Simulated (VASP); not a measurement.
# Al2Cu in VASP: notebook

The runs below take Al2Cu through single point, with PBEsol.

All numbers are computed with VASP 6.6.1; they aren't measurements. Logs are shortened: lines on timing, memory, paths and dates and some standing lists are left out, and cuts for length are marked.

## (1) The cell of the first run

It takes space group P4/mmm (No. 123, tetragonal). Conventional cell: a = 4.105 Å, b = 4.105 Å, c = 2.891 Å, α = 90.00°, β = 90.00°, γ = 90.00°. Within 3.3 Å of Al (site symmetry mmm) lie 4 Cu at 2.51 Å and 6 Al at 2.89 to 2.90 Å. Within 3.3 Å of Cu (site symmetry 4/mmm) lie 8 Al at 2.51 Å and 2 Cu at 2.89 Å.

## (2) Single point, PBEsol

The input, INCAR:

```
ALGO = Fast
EDIFF = 1E-7
ENCUT = 520
GGA = PS
ISIF = 2
ISMEAR = -5
LASPH = True
LCHARG = True
LELF = True
LREAL = False
LVHAR = True
LWAVE = False
NBANDS = 16
NELM = 100
PREC = Accurate
SIGMA = 0.1
```

The input, KPOINTS:

```
k-points
0
Gamma
  10 10 14
```

The input, POSCAR:

```
Al2Cu
1.0
    4.1051820000      0.0000000000      0.0000000000
    0.0000000000      4.1051820000      0.0000000000
    0.0000000000      0.0000000000      2.8913130000
Al Cu
2 1
Direct
    0.5000000000      0.0000000000      0.5000000000
    0.0000000000      0.5000000000      0.5000000000
    0.0000000000      0.0000000000      0.0000000000
```

Potentials or basis: VASP PAW PBE potentials, release 64 (Al, Cu).

The run is started by

```bash
$ cat potpaw_PBE.64/Al/POTCAR potpaw_PBE.64/Cu/POTCAR > POTCAR
$ mpirun -np 1 vasp_std > vasp.out
```

OUTCAR:

```text
EDIFF = 1E-7
   ENCUT = 520
   GGA = PS
   ISIF = 2
   ISMEAR = -5
   LASPH = True
   LREAL = False
   NELM = 100
   PREC = Accurate

 ion  position               nearest neighbor table
   1  0.500  0.000  0.500-   3 2.51   3 2.51   3 2.51   3 2.51   2 2.90   2 2.90   2 2.90   2 2.90

   2  0.000  0.500  0.500-   3 2.51   3 2.51   3 2.51   3 2.51   1 2.90   1 2.90   1 2.90   1 2.90

   3  0.000  0.000  0.000-   1 2.51   2 2.51   1 2.51   2 2.51   2 2.51   2 2.51   1 2.51   1 2.51

  LATTYP: Found a simple tetragonal cell.
 ALAT       =     4.1051820000
 C/A-ratio  =     0.7043081159

  Lattice vectors:

 A1 = (   4.1051820000,   0.0000000000,   0.0000000000)
 A2 = (   0.0000000000,   4.1051820000,   0.0000000000)
 A3 = (   0.0000000000,   0.0000000000,   2.8913130000)

Analysis of symmetry for initial positions (statically):
=====================================================================
 Subroutine PRICEL returns:
 Original cell was already a primitive cell.

 Routine SETGRP: Setting up the symmetry group for a
 simple tetragonal supercell.

 Subroutine GETGRP returns: Found 16 space group operations
 (whereof 16 operations were pure point group operations)
 out of a pool of 16 trial point group operations.

The static configuration has the point symmetry D_4h.

Analysis of symmetry for dynamics (positions and initial velocities):
=====================================================================
 Subroutine PRICEL returns:
 Original cell was already a primitive cell.

 Routine SETGRP: Setting up the symmetry group for a
 simple tetragonal supercell.

 Subroutine GETGRP returns: Found 16 space group operations
 (whereof 16 operations were pure point group operations)
 out of a pool of 16 trial point group operations.

The dynamic configuration has the point symmetry D_4h.

 Subroutine INISYM returns: Found 16 space group operations
 (whereof 16 operations are pure point group operations),
 and found     1 'primitive' translations

----------------------------------------------------------------------------------------

                                     Primitive cell

  volume of cell :      48.7259

  direct lattice vectors                    reciprocal lattice vectors
     4.105182000  0.000000000  0.000000000     0.243594559  0.000000000  0.000000000
     0.000000000  4.105182000  0.000000000     0.000000000  0.243594559  0.000000000
     0.000000000  0.000000000  2.891313000     0.000000000  0.000000000  0.345863627

  length of vectors
     4.105182000  4.105182000  2.891313000     0.243594559  0.243594559  0.345863627

  position of ions in fractional coordinates (direct lattice)
     0.500000000  0.000000000  0.500000000
     0.000000000  0.500000000  0.500000000
     0.000000000  0.000000000  0.000000000

  ion indices of the primitive-cell ions
   primitive index   ion index
                 1           1
                 2           2
                 3           3

----------------------------------------------------------------------------------------

 KPOINTS: k-points

Automatic generation of k-mesh.
 Grid dimensions read from file:
 generate k-points for:   10   10   14

 Generating k-lattice:

  Cartesian coordinates                     Fractional coordinates (reciprocal lattice)
     0.024359456  0.000000000  0.000000000     0.100000000  0.000000000  0.000000000
     0.000000000  0.024359456  0.000000000     0.000000000  0.100000000  0.000000000
     0.000000000  0.000000000  0.024704545     0.000000000  0.000000000  0.071428571

  Length of vectors
     0.024359456  0.024359456  0.024704545

  Shift w.r.t. Gamma in fractional coordinates (k-lattice)
     0.000000000  0.000000000  0.000000000

 TETIRR: Found   2100 inequivalent tetrahedra from     8400

 Subroutine IBZKPT returns following result:
 ===========================================

 Found    168 irreducible k-points:

 Following reciprocal coordinates:
            Coordinates               Weight
  0.000000  0.000000  0.000000      1.000000
  0.100000  0.000000  0.000000      4.000000
  0.200000  0.000000  0.000000      4.000000
  0.300000  0.000000  0.000000      4.000000
  0.400000  0.000000  0.000000      4.000000
  0.500000  0.000000  0.000000      2.000000
[... 16 lines left out ...]
  0.100000  0.000000  0.071429      8.000000
  0.200000  0.000000  0.071429      8.000000
 [... further k-points ...]
   k-points           NKPTS =    168   k-points in BZ     NKDIM =    168   number of bands    NBANDS=     16
   number of dos      NEDOS =    301   number of ions     NIONS =      3
   total plane-waves  NPLWV =  24576
   dimension x,y,z NGX =    32 NGY =   32 NGZ =   24
   dimension x,y,z NGXF=    64 NGYF=   64 NGZF=   48
   ions per type =               2   1
   NGX,Y,Z   is equivalent  to a cutoff of  12.96, 12.96, 13.80 a.u.
   NGXF,Y,Z  is equivalent  to a cutoff of  25.92, 25.92, 27.60 a.u.
 SYSTEM =  unknown system
   PREC   = accura    normal or accurate (medium, high low for compatibility)
   ISTART =      0    job   : 0-new  1-cont  2-samecut
   ICHARG =      2    charge: 1-file 2-atom 10-const
   ISPIN  =      1    spin polarized calculation?
   LNONCOLLINEAR =      F non collinear calculations
   LSORBIT =      F    spin-orbit coupling
   LASPH  =      T    aspherical Exc in radial PAW
   ENCUT  =  520.0 eV  38.22 Ry    6.18 a.u.   7.63  7.63  5.38*2*pi/ulx,y,z
   NELM   =    100;   NELMIN=  2; NELMDL= -5     # of ELM steps
   EDIFF  = 0.1E-06   stopping-criterion for ELM
   LREAL  =      F    real-space projection
   EDIFFG = 0.1E-05   stopping-criterion for IOM
   NSW    =      0    number of steps for IOM
   IBRION =     -1    ionic relax: 0-MD 1-quasi-New 2-CG
   NFREE  =      0    steps in history (QN), initial steepest desc. (CG)
   ISIF   =      2    stress and relaxation
   ISYM   =      2    0-nonsym 1-usesym 2-fastsym
   POTIM  = 0.5000    time-step for ionic-motion
   TEBEG  =    0.0;   TEEND  =   0.0 temperature during run
   PSTRESS=    0.0 pullay stress
   NELECT =      17.0000    total number of electrons
   NUPDOWN=      -1.0000    fix difference up-down
   EMIN   =  10.00;   EMAX   =-10.00  energy-range for DOS
   EFERMI =   0.00;   METHOD = LEGACY
   ISMEAR =    -5;   SIGMA  =   0.10  broadening in eV -4-tet -1-fermi 0-gaus
   EFERMI_NEDOS =   21; number of points for ismear=-14 and -15
   IALGO  =     68    algorithm
   IMIX   =      4    mixing-type and parameters
     AMIX     =   0.40;   BMIX     =  1.00
     AMIX_MAG =   1.60;   BMIX_MAG =  1.00
  volume/ion in A,a.u.               =      16.24       109.61
  Fermi-wavevector in a.u.,A,eV,Ry     =   1.152492  2.177894 18.071765  1.328237
  Thomas-Fermi vector in A             =   2.289142
   LORBIT       =      0    0 simple, 1 ext, 2 COOP (PROOUT), +10 PAW based schemes
   GGA     = PS    functional components
   LHFCALC =     F    Hartree Fock is set to
   AEXX    =    0.0000 exact exchange contribution
   IVDW    =     0    specifies the selected vdW correction
   LEPSILON=     F    determine dielectric tensor
   LRPA    =     F    only Hartree local field effects (RPA)
 non-spin polarized calculation
 RMM-DIIS sequential band-by-band and
 Fermi weights with tetrahedron method with Bloechl corrections
  energy-cutoff  :      520.00
  volume of cell :       48.73
 maximum number of plane-waves:      1339
 NGX is ok and might be reduce to    32
   NGX = 15   NGY = 15   NGZ = 11

 number of electron      16.9999979 magnetization

 Free energy of the ion-electron system (eV)
  ---------------------------------------------------
  ext. energy  EPLUGINS =         0.00000000
  ---------------------------------------------------
  free energy    TOTEN  =       -12.55797411 eV

  energy without entropy =      -12.55797411  energy(sigma->0) =      -12.55797411

 E-fermi :   7.0257     XC(G=0): -10.4869

 val. band max:        7.2902013825   @ k =   0.4000   0.0000   0.2857
 cond. band min:       6.8818865330   @ k =   0.3000   0.1000   0.2857
 fundamental gap:     -0.4083148495
 Fermi energy:         7.0256674644

 k-point     1 :       0.0000    0.0000    0.0000
  band No.  band energies     occupation
      1      -3.4641      2.00000
      2       1.6579      2.00000
      3       2.1671      2.00000
      4       2.8226      2.00000
      5       3.0084      2.00000
      6       3.0084      2.00000
[... 8 lines left out ...]
     15      14.1777      0.00000
     16      19.4267      0.00000

 k-point     2 :       0.1000    0.0000    0.0000
  band No.  band energies     occupation
      1      -3.3799      2.00000
      2       1.6096      2.00000
      3       2.1473      2.00000
      4       2.7974      2.00000
      5       3.0053      2.00000
      6       3.0089      2.00000
[... 8 lines left out ...]
     15      15.3585      0.00000
     16      19.0991      0.00000

 k-point     3 :       0.2000    0.0000    0.0000
  band No.  band energies     occupation
      1      -3.1307      2.00000
      2       1.3431      2.00000
      3       2.1021      2.00000
      4       2.7380      2.00000
      5       2.9972      2.00000
      6       3.0101      2.00000
[... 8 lines left out ...]
     15      17.1154      0.00000
     16      18.3211      0.00000

 k-point     4 :       0.3000    0.0000    0.0000
  band No.  band energies     occupation
      1      -2.7312      2.00000
      2       0.6799      2.00000
      3       2.0849      2.00000
      4       2.6747      2.00000
      5       2.8924      2.00000
      6       2.9871      2.00000
[... 8 lines left out ...]
     15      17.4132      0.00000
     16      19.0314      0.00000
[... 324 lines left out ...]
 k-point    22 :       0.0000    0.0000    0.0714
  band No.  band energies     occupation
      1      -3.3715      2.00000
      2       1.6893      2.00000
      3       2.2019      2.00000
      4       2.8314      2.00000
      5       2.9174      2.00000
      6       2.9174      2.00000
[... 8 lines left out ...]
     15      15.4575      0.00000
     16      18.5574      0.00000

 k-point    23 :       0.1000    0.0000    0.0714
  band No.  band energies     occupation
      1      -3.2874      2.00000
      2       1.6421      2.00000
      3       2.1830      2.00000
      4       2.8041      2.00000
      5       2.9063      2.00000
      6       2.9240      2.00000
[... 8 lines left out ...]
     15      15.8699      0.00000
     16      18.0474      0.00000

 k-point    24 :       0.2000    0.0000    0.0714
  band No.  band energies     occupation
      1      -3.0386      2.00000
      2       1.3846      2.00000
      3       2.1378      2.00000
      4       2.7456      2.00000
      5       2.8689      2.00000
      6       2.9330      2.00000
[... 8 lines left out ...]
     15      17.1408      0.00000
     16      17.1716      0.00000

 [... further k-points ...]
[... 5 lines left out ...]
  --------------------------------------------------------------------------------------
  -------------------------------------------------------------------------------------
  Total       -0.5673876     -0.5673876     -0.9814907      0.0000000      0.0000000      0.0000000
  in kB      -18.6565142    -18.6565142    -32.2728137      0.0000000      0.0000000      0.0000000
  external PRESSURE =     -23.1952807 kB  Pullay stress =       0.0000000 kB

 VOLUME and BASIS-vectors are now :
 -----------------------------------------------------------------------------
  energy-cutoff  :      520.00
  volume of cell :       48.73
      direct lattice vectors                 reciprocal lattice vectors
     4.105182000  0.000000000  0.000000000     0.243594559  0.000000000  0.000000000
     0.000000000  4.105182000  0.000000000     0.000000000  0.243594559  0.000000000
     0.000000000  0.000000000  2.891313000     0.000000000  0.000000000  0.345863627

 POSITION                                       TOTAL-FORCE (eV/Angst)
 -----------------------------------------------------------------------------------
      2.05259      0.00000      1.44566         0.000000      0.000000      0.000000
      0.00000      2.05259      1.44566         0.000000      0.000000      0.000000
      0.00000      0.00000      0.00000         0.000000      0.000000      0.000000
 -----------------------------------------------------------------------------------
    total drift:                               -0.000000     -0.000000      0.000000

  FREE ENERGIE OF THE ION-ELECTRON SYSTEM (eV)
  ---------------------------------------------------
  free  energy   TOTEN  =       -12.5579741068 eV

  energy  without entropy=      -12.5579741068  energy(sigma->0) =      -12.55797411
```

Run time: 86 s. Hardware: 1 thread of Intel Xeon 6975P-C, shared host; peak memory 0.26 GiB.

What came out:

```yaml
Free_energy: -12.5580 eV
Pressure: -2.3 GPa
```

Stress tensor (GPa, compression positive):
```
-1.87  0.00  0.00
 0.00 -1.87  0.00
 0.00  0.00 -3.23
```

Caveat: the PAW data sets were made with another functional, which shifts forces and pressure a little; tetrahedron occupations give inexact forces and stress in metals.

## (3) Single point, PBEsol

This run uses another cell than the first one, of 2.41 Å³/atom, 0.148 times its volume.

The input, INCAR:

```
PREC = Accurate
ENCUT = 520
EDIFF = 1E-7
ISMEAR = 0
SIGMA = 0.1
LREAL = False
LASPH = True
NELM = 80
ALGO = Normal
ISIF = 2
LWAVE = False
LCHARG = False
GGA = PS
NBANDS = 16
```

The input, KPOINTS:

```
regular mesh
0
Gamma
  10 10 14
```

The input, POSCAR:

```
Al2Cu
1.0
    2.1723678952      0.0000000000      0.0000000000
    0.0000000000      2.1723678952      0.0000000000
    0.0000000000      0.0000000000      1.5300163394
Al Cu
2 1
Direct
    0.5000000000      0.0000000000      0.5000000000
    0.0000000000      0.5000000000      0.5000000000
    0.0000000000      0.0000000000      0.0000000000
```

Potentials or basis: VASP PAW PBE potentials, release 64 (Al, Cu).

The run is started by

```bash
$ cat potpaw_PBE.64/Al/POTCAR potpaw_PBE.64/Cu/POTCAR > POTCAR
$ mpirun -np 1 vasp_std > vasp.out
```

It used 18 s of CPU time on 1 thread of AMD EPYC 7R13 Processor (Zen 3) (shared host).

The run converged, but its numbers aren't listed here, since they failed a check.

Caveat: the PAW data sets were made with another functional, which shifts forces and pressure a little.

## (4) Single point, PBEsol

This run uses another cell than the first one, of 15.84 Å³/atom, 0.975 times its volume.

The input, INCAR:

```
ALGO = Fast
EDIFF = 1E-6
ENCUT = 520
GGA = PS
ISIF = 2
ISMEAR = 0
LASPH = True
LCHARG = False
LREAL = False
LWAVE = False
NBANDS = 16
NELM = 60
PREC = Accurate
SIGMA = 0.1
```

The input, KPOINTS:

```
k-points
0
Gamma
  6 6 8
```

The input, POSCAR:

```
Al2Cu
1.0
    4.1238112778      0.0001798350      0.0000136068
    0.0001798350      4.1238037380      0.0000231319
    0.0000095834      0.0000162920      2.7949532013
Al Cu
2 1
Direct
    0.5039716891      0.0006686221      0.5197435625
    0.0039696555      0.5006714116      0.5197432486
    0.0039720461      0.0006717187      0.0197441656
```

The run is started by

```bash
$ cat potpaw_PBE.64/Al/POTCAR potpaw_PBE.64/Cu/POTCAR > POTCAR
$ mpirun -np 1 vasp_std > vasp.out
```

It took 2.7 min on 1 thread of AMD EPYC 7R13 (Zen 3), shared host; peak memory 0.18 GiB.

It converged, with:

| Quantity | Value |
| --- | --- |
| Free energy | -12.5701 eV |
| Pressure | 0.2 GPa |

Levels at points of the mesh, in eV from the Fermi level:
| k point | band 7 | band 8 | band 9 | band 10 | band 11 | band 12 |
| --- | --- | --- | --- | --- | --- | --- |
| (0.00, 0.00, 0.00) | -2.74 | -2.74 | -0.45 | 0.58 | 5.72 | 5.72 |
| (0.50, 0.00, 0.00) | -4.24 | -1.47 | 1.29 | 1.39 | 1.51 | 7.99 |
| (0.00, 0.50, 0.00) | -4.24 | -1.47 | 1.29 | 1.39 | 1.51 | 7.99 |
| (0.50, 0.50, 0.00) | -4.26 | -4.26 | -2.63 | 8.34 | 8.34 | 9.42 |
| (0.00, 0.00, 0.50) | -3.08 | 2.17 | 2.54 | 2.54 | 2.60 | 2.60 |
| (0.50, 0.00, 0.50) | -3.24 | -2.51 | -1.65 | 3.70 | 3.75 | 4.40 |
| (0.00, 0.50, 0.50) | -3.24 | -2.51 | -1.65 | 3.70 | 3.75 | 4.40 |
| (0.50, 0.50, 0.50) | -2.49 | -2.49 | -0.84 | -0.76 | 0.01 | 0.01 |

Caveat: the PAW data sets were made with another functional, which shifts forces and pressure a little.
